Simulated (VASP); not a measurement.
# Ir (Fm-3m) in VASP: further runs

Aim: see how the results for Ir move with the level of theory and the settings. Levels: LDA, r2SCAN. Tasks: single point.

Everything below comes from runs of VASP 6.6.1. Logs are shortened: lines on timing, memory, paths and dates and some standing lists are left out, and cuts for length are marked.

**1. The cell of the first run**

The structure is cubic, space group Fm-3m (No. 225). The conventional cell has a = 3.846 Å, b = 3.846 Å, c = 3.846 Å, α = 90.00°, β = 90.00°, γ = 90.00°. Within 3.6 Å of Ir (site symmetry m-3m) lie 12 Ir at 2.72 Å.

**2. Single point, LDA**

File INCAR:

```
PREC = Accurate ; ENCUT = 520
EDIFF = 1E-6 ; ISMEAR = -1
SIGMA = 0.1 ; LREAL = F
LASPH = T ; NELM = 80
ALGO = Normal ; ISIF = 2
LWAVE = F ; LCHARG = T
GGA = CA ; LELF = T
LVHAR = T ; NBANDS = 10
```

File KPOINTS:

```
regular mesh
0
Gamma
  14 14 14
```

File POSCAR:

```
Ir
1.0
    0.0000000000      1.9227941108      1.9227941108
    1.9227941108      0.0000000000      1.9227941108
    1.9227941108      1.9227941108      0.0000000000
Ir
1
Direct
    0.0000000000      0.0000000000      0.0000000000
```

Potentials or basis: VASP PAW LDA potentials, release 64 (Ir).

Launch:

```sh
> cat potpaw_LDA.64/Ir/POTCAR > POTCAR
> mpirun -np 1 vasp_std > vasp.out
```

OUTCAR:

```text
PREC = Accurate
   ENCUT = 520
   EDIFF = 1E-6
   ISMEAR = -1
   LREAL = F
   LASPH = T
   NELM = 80
   ISIF = 2
   GGA = CA

 ion  position               nearest neighbor table
   1  0.000  0.000  0.000-

  LATTYP: Found a face centered cubic cell.
 ALAT       =     3.8455882216

  Lattice vectors:

 A1 = (   0.0000000000,   1.9227941108,   1.9227941108)
 A2 = (   1.9227941108,   0.0000000000,   1.9227941108)
 A3 = (   1.9227941108,   1.9227941108,   0.0000000000)

Analysis of symmetry for initial positions (statically):
=====================================================================
 Subroutine PRICEL returns:
 Original cell was already a primitive cell.

 Routine SETGRP: Setting up the symmetry group for a
 face centered cubic supercell.

 Subroutine GETGRP returns: Found 48 space group operations
 (whereof 48 operations were pure point group operations)
 out of a pool of 48 trial point group operations.

The static configuration has the point symmetry O_h .

Analysis of symmetry for dynamics (positions and initial velocities):
=====================================================================
 Subroutine PRICEL returns:
 Original cell was already a primitive cell.

 Routine SETGRP: Setting up the symmetry group for a
 face centered cubic supercell.

 Subroutine GETGRP returns: Found 48 space group operations
 (whereof 48 operations were pure point group operations)
 out of a pool of 48 trial point group operations.

The dynamic configuration has the point symmetry O_h .

 Subroutine INISYM returns: Found 48 space group operations
 (whereof 48 operations are pure point group operations),
 and found     1 'primitive' translations

----------------------------------------------------------------------------------------

                                     Primitive cell

  volume of cell :      14.2177

  direct lattice vectors                    reciprocal lattice vectors
     0.000000000  1.922794111  1.922794111    -0.260038242  0.260038242  0.260038242
     1.922794111  0.000000000  1.922794111     0.260038242 -0.260038242  0.260038242
     1.922794111  1.922794111  0.000000000     0.260038242  0.260038242 -0.260038242

  length of vectors
     2.719241509  2.719241509  2.719241509     0.450399447  0.450399447  0.450399447

  position of ions in fractional coordinates (direct lattice)
     0.000000000  0.000000000  0.000000000

  ion indices of the primitive-cell ions
   primitive index   ion index
                 1           1

----------------------------------------------------------------------------------------

 KPOINTS: regular mesh

Automatic generation of k-mesh.
 Grid dimensions read from file:
 generate k-points for:   14   14   14

 Generating k-lattice:

  Cartesian coordinates                     Fractional coordinates (reciprocal lattice)
    -0.018574160  0.018574160  0.018574160     0.071428571  0.000000000  0.000000000
     0.018574160 -0.018574160  0.018574160     0.000000000  0.071428571  0.000000000
     0.018574160  0.018574160 -0.018574160     0.000000000  0.000000000  0.071428571

  Length of vectors
     0.032171389  0.032171389  0.032171389

  Shift w.r.t. Gamma in fractional coordinates (k-lattice)
     0.000000000  0.000000000  0.000000000

 Subroutine IBZKPT returns following result:
 ===========================================

 Found    104 irreducible k-points:

 Following reciprocal coordinates:
            Coordinates               Weight
  0.000000  0.000000  0.000000      1.000000
  0.071429  0.000000  0.000000      8.000000
  0.142857  0.000000  0.000000      8.000000
  0.214286  0.000000  0.000000      8.000000
  0.285714  0.000000  0.000000      8.000000
  0.357143  0.000000  0.000000      8.000000
[... 16 lines left out ...]
  0.214286  0.142857  0.000000     24.000000
  0.285714  0.142857  0.000000     24.000000
 [... further k-points ...]
   k-points           NKPTS =    104   k-points in BZ     NKDIM =    104   number of bands    NBANDS=     10
   number of dos      NEDOS =    301   number of ions     NIONS =      1
   total plane-waves  NPLWV =   8000
   dimension x,y,z NGX =    20 NGY =   20 NGZ =   20
   dimension x,y,z NGXF=    40 NGYF=   40 NGZF=   40
   ions per type =               1
   NGX,Y,Z   is equivalent  to a cutoff of  12.23, 12.23, 12.23 a.u.
   NGXF,Y,Z  is equivalent  to a cutoff of  24.45, 24.45, 24.45 a.u.
 SYSTEM =  unknown system
   PREC   = accura    normal or accurate (medium, high low for compatibility)
   ISTART =      0    job   : 0-new  1-cont  2-samecut
   ICHARG =      2    charge: 1-file 2-atom 10-const
   ISPIN  =      1    spin polarized calculation?
   LNONCOLLINEAR =      F non collinear calculations
   LSORBIT =      F    spin-orbit coupling
   LASPH  =      T    aspherical Exc in radial PAW
   ENCUT  =  520.0 eV  38.22 Ry    6.18 a.u.   5.06  5.06  5.06*2*pi/ulx,y,z
   NELM   =     80;   NELMIN=  2; NELMDL= -5     # of ELM steps
   EDIFF  = 0.1E-05   stopping-criterion for ELM
   LREAL  =      F    real-space projection
   EDIFFG = 0.1E-04   stopping-criterion for IOM
   NSW    =      0    number of steps for IOM
   IBRION =     -1    ionic relax: 0-MD 1-quasi-New 2-CG
   NFREE  =      0    steps in history (QN), initial steepest desc. (CG)
   ISIF   =      2    stress and relaxation
   ISYM   =      2    0-nonsym 1-usesym 2-fastsym
   POTIM  = 0.5000    time-step for ionic-motion
   TEBEG  =    0.0;   TEEND  =   0.0 temperature during run
   PSTRESS=    0.0 pullay stress
   NELECT =       9.0000    total number of electrons
   NUPDOWN=      -1.0000    fix difference up-down
   EMIN   =  10.00;   EMAX   =-10.00  energy-range for DOS
   EFERMI =   0.00;   METHOD = LEGACY
   ISMEAR =    -1;   SIGMA  =   0.10  broadening in eV -4-tet -1-fermi 0-gaus
   EFERMI_NEDOS =   21; number of points for ismear=-14 and -15
   IALGO  =     38    algorithm
   IMIX   =      4    mixing-type and parameters
     AMIX     =   0.40;   BMIX     =  1.00
     AMIX_MAG =   1.60;   BMIX_MAG =  1.00
  volume/ion in A,a.u.               =      14.22        95.95
  Fermi-wavevector in a.u.,A,eV,Ry     =   1.405658  2.656308 26.883389  1.975873
  Thomas-Fermi vector in A             =   2.528097
   LORBIT       =      0    0 simple, 1 ext, 2 COOP (PROOUT), +10 PAW based schemes
   GGA     = CA    functional components
   LHFCALC =     F    Hartree Fock is set to
   AEXX    =    0.0000 exact exchange contribution
   IVDW    =     0    specifies the selected vdW correction
   LEPSILON=     F    determine dielectric tensor
   LRPA    =     F    only Hartree local field effects (RPA)
 non-spin polarized calculation
  energy-cutoff  :      520.00
  volume of cell :       14.22
 maximum number of plane-waves:       393
   NGX = 11   NGY = 11   NGZ = 11

 number of electron       9.0000000 magnetization

 Free energy of the ion-electron system (eV)
  ---------------------------------------------------
  ext. energy  EPLUGINS =         0.00000000
  ---------------------------------------------------
  free energy    TOTEN  =       -10.32797006 eV

  energy without entropy =      -10.29293707  energy(sigma->0) =      -10.31045357

 E-fermi :  10.1445     XC(G=0): -14.1110

 val. band max:       10.1410313231   @ k =   0.5000   0.4286   0.0000
 cond. band min:      10.1783018998   @ k =  -0.3571   0.2857   0.0000
 fundamental gap:      0.0372705767
 Fermi energy:        10.1445089953

 k-point     1 :       0.0000    0.0000    0.0000
  band No.  band energies     occupation
      1      -0.8303      2.00000
      2       6.3354      2.00000
      3       6.3354      2.00000
      4       6.3354      2.00000
      5       9.0394      1.99997
      6       9.0394      1.99997
      7      24.5790      0.00000
      8      30.0855      0.00000
      9      30.0855      0.00000
     10      30.0855      0.00000

 k-point     2 :       0.0714    0.0000    0.0000
  band No.  band energies     occupation
      1      -0.6049      2.00000
      2       6.2180      2.00000
      3       6.4324      2.00000
      4       6.4324      2.00000
      5       8.9780      1.99998
      6       8.9780      1.99998
      7      24.9664      0.00000
      8      28.9730      0.00000
      9      30.4569      0.00000
     10      30.4569      0.00000

 k-point     3 :       0.1429    0.0000    0.0000
  band No.  band energies     occupation
      1       0.0308      2.00000
      2       5.9509      2.00000
      3       6.6586      2.00000
      4       6.6586      2.00000
      5       8.8812      1.99999
      6       8.8812      1.99999
      7      25.9446      0.00000
      8      27.0462      0.00000
      9      31.5145      0.00000
     10      31.5145      0.00000

 k-point     4 :       0.2143    0.0000    0.0000
  band No.  band energies     occupation
      1       0.9236      2.00000
      2       5.7770      2.00000
      3       6.8052      2.00000
      4       6.8052      2.00000
      5       9.0015      1.99998
      6       9.0015      1.99998
      7      24.9950      0.00000
      8      26.9764      0.00000
      9      33.0737      0.00000
     10      33.0737      0.00000

 k-point     5 :       0.2857    0.0000    0.0000
  band No.  band energies     occupation
      1       1.7299      2.00000
      2       6.0952      2.00000
      3       6.7090      2.00000
      4       6.7090      2.00000
      5       9.5158      1.99629
      6       9.5158      1.99629
      7      22.9660      0.00000
      8      26.6004      0.00000
      9      33.9658      0.00000
     10      33.9658      0.00000

 k-point     6 :       0.3571    0.0000    0.0000
  band No.  band energies     occupation
      1       2.1058      2.00000
      2       6.4930      2.00000
      3       6.4930      2.00000
      4       7.2028      2.00000
      5      10.2398      0.55663
      6      10.2398      0.55662
      7      20.6977      0.00000
      8      25.3173      0.00000
      9      32.0471      0.00000
     10      32.0471      0.00000

 k-point     7 :       0.4286    0.0000    0.0000
  band No.  band energies     occupation
      1       2.1665      2.00000
      2       6.3140      2.00000
      3       6.3140      2.00000
      4       8.7082      2.00000
      5      10.8627      0.00152
      6      10.8627      0.00152
      7      18.4876      0.00000
      8      24.4125      0.00000
      9      30.4895      0.00000
     10      30.4895      0.00000

 k-point     8 :       0.5000    0.0000    0.0000
  band No.  band energies     occupation
      1       2.1595      2.00000
      2       6.2474      2.00000
      3       6.2474      2.00000
      4       9.5182      1.99620
      5      11.1105      0.00013
      6      11.1105      0.00013
      7      17.4329      0.00000
      8      24.1160      0.00000
      9      29.9221      0.00000
     10      29.9221      0.00000

 k-point     9 :       0.0714    0.0714    0.0000
  band No.  band energies     occupation
      1      -0.5292      2.00000
      2       6.1078      2.00000
      3       6.5058      2.00000
      4       6.5058      2.00000
      5       8.7760      2.00000
      6       9.1286      1.99992
      7      25.1017      0.00000
      8      29.2758      0.00000
      9      30.2009      0.00000
     10      30.2009      0.00000
[... 118 lines left out ...]
 k-point    19 :      -0.2143    0.0714    0.0000
  band No.  band energies     occupation
      1       1.4158      2.00000
      2       5.6157      2.00000
      3       6.7962      2.00000
      4       6.9532      2.00000
      5       8.6106      2.00000
      6       9.7260      1.97003
      7      24.5201      0.00000
      8      27.2905      0.00000
      9      31.7534      0.00000
     10      33.0244      0.00000

 k-point    20 :      -0.1429    0.0714    0.0000
  band No.  band energies     occupation
      1       0.4994      2.00000
      2       5.7180      2.00000
      3       6.8175      2.00000
      4       6.8401      2.00000
      5       8.4763      2.00000
      6       9.2577      1.99972
      7      26.3612      0.00000
      8      26.7043      0.00000
      9      30.8219      0.00000
     10      32.9544      0.00000

 k-point    21 :      -0.0714    0.0714    0.0000
  band No.  band energies     occupation
      1      -0.2403      2.00000
      2       6.0095      2.00000
      3       6.5694      2.00000
      4       6.6266      2.00000
      5       8.7138      2.00000
      6       9.0852      1.99995
      7      25.5702      0.00000
      8      28.0444      0.00000
      9      30.2944      0.00000
     10      31.4050      0.00000

 k-point    22 :       0.1429    0.1429    0.0000
  band No.  band energies     occupation
      1       0.3272      2.00000
      2       5.5176      2.00000
      3       7.0100      2.00000
      4       7.0100      2.00000
      5       8.1006      2.00000
      6       9.3843      1.99900
      7      26.5504      0.00000
      8      28.3670      0.00000
      9      30.2546      0.00000
     10      30.2546      0.00000

 k-point    23 :       0.2143    0.1429    0.0000
  band No.  band energies     occupation
      1       1.0287      2.00000
      2       5.1796      2.00000
      3       7.1440      2.00000
      4       7.3265      2.00000
      5       8.0172      2.00000
      6       9.5808      1.99290
      7      27.1239      0.00000
      8      27.6051      0.00000
      9      30.2468      0.00000
     10      30.8302      0.00000

 k-point    24 :       0.2857    0.1429    0.0000
  band No.  band energies     occupation
      1       1.9060      2.00000
      2       5.0065      2.00000
      3       6.7227      2.00000
      4       7.4534      2.00000
      5       8.7981      2.00000
      6       9.9782      1.68129
      7      25.1230      0.00000
      8      28.0581      0.00000
      9      30.1342      0.00000
     10      31.1658      0.00000

 [... further k-points ...]
[... 5 lines left out ...]
  --------------------------------------------------------------------------------------
  -------------------------------------------------------------------------------------
  Total       -0.6696563     -0.6696563     -0.6696563      0.0000000      0.0000000      0.0000000
  in kB      -75.4630186    -75.4630186    -75.4630186      0.0000000      0.0000000      0.0000000
  external PRESSURE =     -75.4630186 kB  Pullay stress =       0.0000000 kB

 VOLUME and BASIS-vectors are now :
 -----------------------------------------------------------------------------
  energy-cutoff  :      520.00
  volume of cell :       14.22
      direct lattice vectors                 reciprocal lattice vectors
     0.000000000  1.922794111  1.922794111    -0.260038242  0.260038242  0.260038242
     1.922794111  0.000000000  1.922794111     0.260038242 -0.260038242  0.260038242
     1.922794111  1.922794111  0.000000000     0.260038242  0.260038242 -0.260038242

 POSITION                                       TOTAL-FORCE (eV/Angst)
 -----------------------------------------------------------------------------------
      0.00000      0.00000      0.00000         0.000000      0.000000      0.000000
 -----------------------------------------------------------------------------------
    total drift:                                0.000000      0.000000     -0.000000

  FREE ENERGIE OF THE ION-ELECTRON SYSTEM (eV)
  ---------------------------------------------------
  free  energy   TOTEN  =       -10.3279700618 eV

  energy  without entropy=      -10.2929370745  energy(sigma->0) =      -10.31045357
```

It took 8.8 s on 1 thread of Intel Xeon 6975P-C, shared host; peak memory 0.13 GiB.

What came out:

```
Free energy : -10.3280 eV
Pressure    : -7.5 GPa
```

Caveat: spin-orbit coupling is left out, which moves the levels of the heavy elements.

**3. Single point, r2SCAN**

POSCAR is that of step 2.

File INCAR.step1:

```
SYSTEM = Ir
PREC = Accurate ; ENCUT = 520
ISMEAR = -1 ; SIGMA = 0.1
LREAL = .FALSE. ; LASPH = .TRUE.
NELM = 60 ; NBANDS = 10
GGA = PE ; ALGO = Normal
EDIFF = 1E-4 ; LWAVE = .TRUE.
LCHARG = .FALSE.
```

File INCAR.step2:

```
SYSTEM = Ir
PREC = Accurate ; ENCUT = 520
EDIFF = 1E-6 ; ISMEAR = -1
SIGMA = 0.1 ; LREAL = .FALSE.
LASPH = .TRUE. ; NELM = 60
ALGO = Normal ; ISIF = 2
LWAVE = .FALSE. ; LCHARG = .TRUE.
METAGGA = R2SCAN ; LMIXTAU = .TRUE.
LELF = .TRUE. ; LVHAR = .TRUE.
NBANDS = 10 ; ISTART = 1
```

File KPOINTS:

```
regular mesh
0
G
  14 14 14
  0 0 0
```

Potentials or basis: VASP PAW PBE potentials, release 64 (Ir).

Launch:

```sh
> cat potpaw_PBE.64/Ir/POTCAR > POTCAR
> cp INCAR.step1 INCAR
> mpirun -np 1 vasp_std > vasp.out
> cp INCAR.step2 INCAR
> mpirun -np 1 vasp_std > vasp.out
```

OUTCAR:

```text
SYSTEM = Ir
   PREC = Accurate
   ENCUT = 520
   EDIFF = 1E-6
   ISMEAR = -1
   LREAL = .FALSE.
   LASPH = .TRUE.
   NELM = 60
   ISIF = 2
   METAGGA = R2SCAN
   ISTART = 1

 ion  position               nearest neighbor table
   1  0.000  0.000  0.000-

  LATTYP: Found a face centered cubic cell.
 ALAT       =     3.8455882216

  Lattice vectors:

 A1 = (   0.0000000000,   1.9227941108,   1.9227941108)
 A2 = (   1.9227941108,   0.0000000000,   1.9227941108)
 A3 = (   1.9227941108,   1.9227941108,   0.0000000000)
[... 480 lines left out ...]
      1       1.4715      2.00000
      2       4.7173      2.00000
      3       6.4643      2.00000
      4       7.2578      2.00000
      5       8.6384      2.00000
      6       9.8060      1.79192
      7      25.8090      0.00000
      8      28.7479      0.00000
      9      30.9440      0.00000
     10      32.0722      0.00000

 [... further k-points ...]
[... 5 lines left out ...]
  --------------------------------------------------------------------------------------
  -------------------------------------------------------------------------------------
  Total        0.2205164      0.2205164      0.2205164      0.0000000      0.0000000      0.0000000
  in kB       24.8498182     24.8498182     24.8498182      0.0000000      0.0000000      0.0000000
  external PRESSURE =      24.8498182 kB  Pullay stress =       0.0000000 kB

 VOLUME and BASIS-vectors are now :
 -----------------------------------------------------------------------------
  energy-cutoff  :      520.00
  volume of cell :       14.22
      direct lattice vectors                 reciprocal lattice vectors
     0.000000000  1.922794111  1.922794111    -0.260038242  0.260038242  0.260038242
     1.922794111  0.000000000  1.922794111     0.260038242 -0.260038242  0.260038242
     1.922794111  1.922794111  0.000000000     0.260038242  0.260038242 -0.260038242

 POSITION                                       TOTAL-FORCE (eV/Angst)
 -----------------------------------------------------------------------------------
      0.00000      0.00000      0.00000         0.000000     -0.000000      0.000000
 -----------------------------------------------------------------------------------
    total drift:                                0.000000     -0.000000     -0.000000

  FREE ENERGIE OF THE ION-ELECTRON SYSTEM (eV)
  ---------------------------------------------------
  free  energy   TOTEN  =       -52.3743260229 eV

  energy  without entropy=      -52.3407499614  energy(sigma->0) =      -52.35753799
```

OUTCAR.step1:

```text
SYSTEM = Ir
   PREC = Accurate
   ENCUT = 520
   ISMEAR = -1
   LREAL = .FALSE.
   LASPH = .TRUE.
[... 528 lines left out ...]
 -----------------------------------------------------------------------------------
      0.00000      0.00000      0.00000         0.000000     -0.000000      0.000000
 -----------------------------------------------------------------------------------
    total drift:                                0.000000      0.000000      0.000000

  FREE ENERGIE OF THE ION-ELECTRON SYSTEM (eV)
  ---------------------------------------------------
  free  energy   TOTEN  =        -8.8524914414 eV

  energy  without entropy=       -8.8174867182  energy(sigma->0) =       -8.83498908
```

Wall time 39 s (1 thread of Intel Xeon 6975P-C, shared host); peak memory 0.14 GiB.

Results:

- Free energy: -52.3743 eV
- Pressure: 2.5 GPa

Levels at points of the mesh, in eV from the Fermi level:
```csv
k point,band 1,band 2,band 3,band 4,band 5,band 6,band 7,band 8,band 9
"(0.00, 0.00, 0.00)",-11.41,-3.90,-3.90,-3.90,-1.21,-1.21,15.18,21.02,21.02
"(0.50, 0.00, 0.00)",-8.29,-4.05,-4.05,-0.62,1.00,1.00,7.68,14.81,20.85
"(0.50, 0.50, 0.00)",-8.08,-7.50,0.90,1.63,1.63,1.85,11.07,12.38,12.38
```

Caveat: the PAW data sets were made with another functional, which shifts forces and pressure a little; spin-orbit coupling is left out, which moves the levels of the heavy elements.
